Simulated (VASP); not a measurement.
Here is a VASP 6.6.1 calculation.

INCAR

```
SYSTEM = Tc
PREC = Accurate
ENCUT = 520
EDIFF = 1E-6
ISMEAR = 0
SIGMA = 0.05
LREAL = .FALSE.
LASPH = .TRUE.
NELM = 100
ALGO = Fast
ISIF = 2
LWAVE = .FALSE.
LCHARG = .FALSE.
GGA = PE
NBANDS = 20
```

The input KPOINTS:

```
Automatic mesh
0
G
  18 18 10
  0 0 0
```

POSCAR

```
Tc
1.0
    2.7702745188      0.0000000000      0.0000000000
   -1.3851372594      2.3991281087      0.0000000000
    0.0000000000      0.0000000000      4.4298857001
Tc
2
Direct
    0.3333333333      0.6666666667      0.2500000000
    0.6666666667      0.3333333333      0.7500000000
```

Potentials or basis: VASP PAW PBE potentials, release 64 (Tc_pv).

Launch:

```sh
$ cat potpaw_PBE.64/Tc_pv/POTCAR > POTCAR
$ mpirun -np 1 vasp_std > vasp.out
```

**Question.** Predict the band gap on the k mesh.

**Answer.** Zero (bands 13 and 14 overlap by 3.27 eV).

**Question.** What does it give for the pressure?

**Answer.** -6.3 GPa.

Stress tensor (GPa, compression positive):
```
-6.27  0.00  0.00
 0.00 -6.27  0.00
 0.00  0.00 -6.41
```

Caveat: the cell stands under tension.
